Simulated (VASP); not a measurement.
Runs of VASP 6.6.1 on NbC (lda). The structure is that of space group Fm-3m (No. 225), or close to it. The cells are those of the table. 

```csv
task,cell,k mesh,gap on the mesh (eV),pressure (GPa),relaxed volume (Å³/atom)
relaxation of cell and atoms,"relaxed from a = 3.188 Å, angles 60.0°, 2 atoms",8 × 8 × 8,none,-0.1,10.85
single point,"a = 3.131 Å, angles 60.0°, 2 atoms",8 × 8 × 8,none,-0.2,-
single point,"a = 3.188 Å, angles 60.0°, 2 atoms",8 × 8 × 8,none,(a),-
single point,"a = 3.130 Å, angles 60.0°, 2 atoms",16 × 16 × 16,none,-0.1,-
relaxation of cell and atoms,"relaxed from a = 3.131 Å, angles 60.0°, 2 atoms",16 × 16 × 16,none,0.0,10.84
```

Alike in all rows: level LDA; potentials or basis VASP PAW LDA potentials, release 64 (Nb_sv, C); no spin polarisation; cutoff (eV) 600; smearing gaussian 0.1 eV.

Problem. Estimate the missing entries.

Solution. (a) -16.3.

A k mesh can miss the band edges, and the runs leave out spin-orbit coupling on Nb.

A gap of «none» marks levels without a gap at the run's occupations.
